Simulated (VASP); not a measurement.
Input of a VASP 6.6.1 run:

The input INCAR:

```
PREC = Accurate ; ENCUT = 600
EDIFF = 1E-6 ; ISMEAR = 0
SIGMA = 0.02 ; LREAL = F
LASPH = T ; NELM = 80
ALGO = Normal ; ISIF = 4
LWAVE = F ; LCHARG = F
GGA = PS ; IBRION = 2
NSW = 50 ; EDIFFG = -0.01
```

KPOINTS

```
regular mesh
0
Gamma
  10 10 10
```

The input POSCAR:

```
SnO2
1.0
   -2.0256270896      2.0256270896      5.1748105117
    2.0256270896     -2.0256270896      5.1748105117
    2.0256270896      2.0256270896     -5.1748105117
Sn O
2 4
Direct
    0.7500000000      0.2500000000      0.5000000000
    0.0000000000      0.0000000000      0.0000000000
    0.7970800014      0.7970800014      0.0000000000
    0.9529199986      0.4529199986      0.5000000000
    0.2029199986      0.2029199986      0.0000000000
    0.5470800014      0.0470800014      0.5000000000
```

Potentials or basis: VASP PAW PBE potentials, release 64 (Sn_d, O).

Command:

```sh
$ cat potpaw_PBE.64/Sn_d/POTCAR potpaw_PBE.64/O/POTCAR > POTCAR
$ mpirun -np 1 vasp_std > vasp.out
```

Task: What does it give for the band gap on the k mesh?

Result: 1.27 eV (least direct gap 1.60 eV).

Final structure:
```
Sn O
1.0
    -2.02288    2.02288    5.18887
     2.02288   -2.02288    5.18887
     2.02288    2.02288   -5.18887
Sn O
2 4
Cartesian
  0.0000 2.0229 2.5944
  0.0000 0.0000 0.0000
  0.0000 0.0000 8.2858
  0.0000 2.0229 4.6864
  0.0000 0.0000 2.0919
  0.0000 2.0229 0.5025
```

Caveat: spin-orbit coupling is left out, which moves the levels of the heavy elements. A k mesh can miss the band edges.
